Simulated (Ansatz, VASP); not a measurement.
**Sn: VASP beside Ansatz**

File POSCAR:

```
Sn
1.0
    0.0000000000      3.3282942044      3.3282942044
    3.3282942044      0.0000000000      3.3282942044
    3.3282942044      3.3282942044      0.0000000000
Sn
2
Direct
    0.0000000000      0.0000000000      0.0000000000
    0.2500000000      0.2500000000      0.2500000000
```

The input INCAR.step1:

```
SYSTEM = Sn
ALGO = Normal ; EDIFF = 1E-4
ENCUT = 520 ; GGA = PE
ISMEAR = 0 ; LASPH = .True.
LCHARG = .False. ; LREAL = .False.
LWAVE = .True. ; NBANDS = 21
NELM = 60 ; PREC = Accurate
SIGMA = 0.05
```

The input INCAR.step2:

```
SYSTEM = Sn
ALGO = Normal ; EDIFF = 1E-7
ENCUT = 520 ; ISIF = 2
ISMEAR = 0 ; ISTART = 1
LASPH = .True. ; LCHARG = .True.
LELF = .True. ; LMIXTAU = .True.
LREAL = .False. ; LVHAR = .True.
LWAVE = .False. ; METAGGA = R2SCAN
NBANDS = 21 ; NELM = 60
PREC = Accurate ; SIGMA = 0.05
```

Contents of KPOINTS:

```
k-points
0
Gamma
  12 12 12
  0 0 0
```

Input for Ansatz:

```yaml
crystal:
  lattice:
    - [0.0, 3.3282942044, 3.3282942044]
    - [3.3282942044, 0.0, 3.3282942044]
    - [3.3282942044, 3.3282942044, 0.0]
  atoms:
    - { symbol: Sn, position: [0.0, 0.0, 0.0] }
    - { symbol: Sn, position: [0.25, 0.25, 0.25] }
basis:
  ecutwfc: 500
  ecutrho_ratio: 4
kpoints:
  mp_grid: { grid: [12, 12, 12] }
hamiltonian:
  xc: r2scan
scf:
  occupations: { method: gaussian, width: 0.05 }
output:
  forces: true
  stress: true
  eigenvalues: true
```

Alike in both runs: task single point; functional r2SCAN; k mesh 12 × 12 × 12; occupations gaussian, width 0.05 eV; no spin polarisation.

```csv
,VASP,Ansatz
version,VASP 6.6.1,Ansatz 0.2.0
potentials or method,"VASP PAW PBE potentials, release 64 (Sn_d), cutoff 520 eV","scalar-relativistic, plane waves, PAW"
valence electrons in the cell,28,28
```

|  | VASP | Ansatz | Ansatz less VASP |
| --- | --- | --- | --- |
| gap on the k mesh at the Fermi level (eV) | none | none | - |
| pressure (GPa) | -1.6 | -1.6 | +0.03 |

VASP's potentials were made for PBE, not for r2SCAN. A gap of «none» marks a metal or a gap that the smearing closes. With one functional, cell and mesh, what is left measures potentials, basis and numerics.
